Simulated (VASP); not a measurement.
Input of a VASP 6.6.1 run:

The input POSCAR:

```
Pb
1.0
    0.0000000000      2.5316619277      2.5316619277
    2.5316619277      0.0000000000      2.5316619277
    2.5316619277      2.5316619277      0.0000000000
Pb
1
Direct
    0.0000000000      0.0000000000      0.0000000000
```

INCAR.step1

```
SYSTEM = Pb
PREC = Accurate
ENCUT = 520
ISMEAR = -1
SIGMA = 0.1
LREAL = .FALSE.
LASPH = .TRUE.
NELM = 80
NBANDS = 13
GGA = PE
ALGO = Normal
EDIFF = 1E-4
LWAVE = .TRUE.
LCHARG = .FALSE.
```

The input INCAR.step2:

```
SYSTEM = Pb
PREC = Accurate
ENCUT = 520
EDIFF = 1E-6
ISMEAR = -1
SIGMA = 0.1
LREAL = .FALSE.
LASPH = .TRUE.
NELM = 80
ALGO = Normal
ISIF = 2
LWAVE = .FALSE.
LCHARG = .TRUE.
METAGGA = R2SCAN
LMIXTAU = .TRUE.
LELF = .TRUE.
LVHAR = .TRUE.
NBANDS = 13
ISTART = 1
```

KPOINTS

```
Automatic mesh
0
G
  12 12 12
  0 0 0
```

Potentials or basis: VASP PAW PBE potentials, release 64 (Pb_d).

Launch:

```bash
$ cat potpaw_PBE.64/Pb_d/POTCAR > POTCAR
$ cp INCAR.step1 INCAR
$ mpirun -np 1 vasp_std > vasp.out
$ cp INCAR.step2 INCAR
$ mpirun -np 1 vasp_std > vasp.out
```

(1) Estimate the pressure.

(2) Predict the band gap on the k mesh.

## Answers

(1) -1.5 GPa.

(2) zero (bands 7 and 8 overlap by 8.67 eV).

Caveat: the PAW data sets were made with another functional, which shifts forces and pressure a little; spin-orbit coupling is left out, which moves the levels of the heavy elements.
